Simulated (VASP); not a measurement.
Runs of VASP 6.6.1 on Cl. The structure is that of space group Cmce (No. 64), or close to it. The cells are those of the table. 

```tsv
cell	gap on the mesh (eV)	pressure (GPa)	largest force (eV/Å)
a = 3.867, b = 3.867, c = 8.210 Å, angles 90.0, 90.0, 71.2°, 4 atoms	2.54	0.3	0.17
a = 3.815, b = 3.815, c = 8.099 Å, angles 90.0, 90.0, 71.2°, 4 atoms	2.69	(a)	0.34
a = 3.893, b = 3.893, c = 8.264 Å, angles 90.0, 90.0, 71.2°, 4 atoms	2.46	(b)	0.37
a = 3.788, b = 3.788, c = 8.042 Å, angles 90.0, 90.0, 71.2°, 4 atoms	2.77	2.2	0.60
a = 3.918, b = 3.918, c = 8.318 Å, angles 90.0, 90.0, 71.2°, 4 atoms	2.39	-0.7	0.57
a = 3.841, b = 3.841, c = 8.155 Å, angles 90.0, 90.0, 71.2°, 4 atoms	2.61	0.9	0.12
a = 3.943, b = 3.943, c = 8.371 Å, angles 90.0, 90.0, 71.2°, 4 atoms	2.33	-1.1	0.75
```

Alike in all rows: task single point; level PBE; potentials or basis VASP PAW PBE potentials, release 64 (Cl); no spin polarisation; k mesh 6 × 6 × 4; cutoff (eV) 520; smearing gaussian 0.01 eV.

Problem. Estimate the missing entries.

Solution. (a) 1.5; (b) -0.2.

Caveats: this functional lacks dispersion, which holds the molecules together, so the pressure and a relaxed volume are unreliable.

A k mesh can miss the band edges.
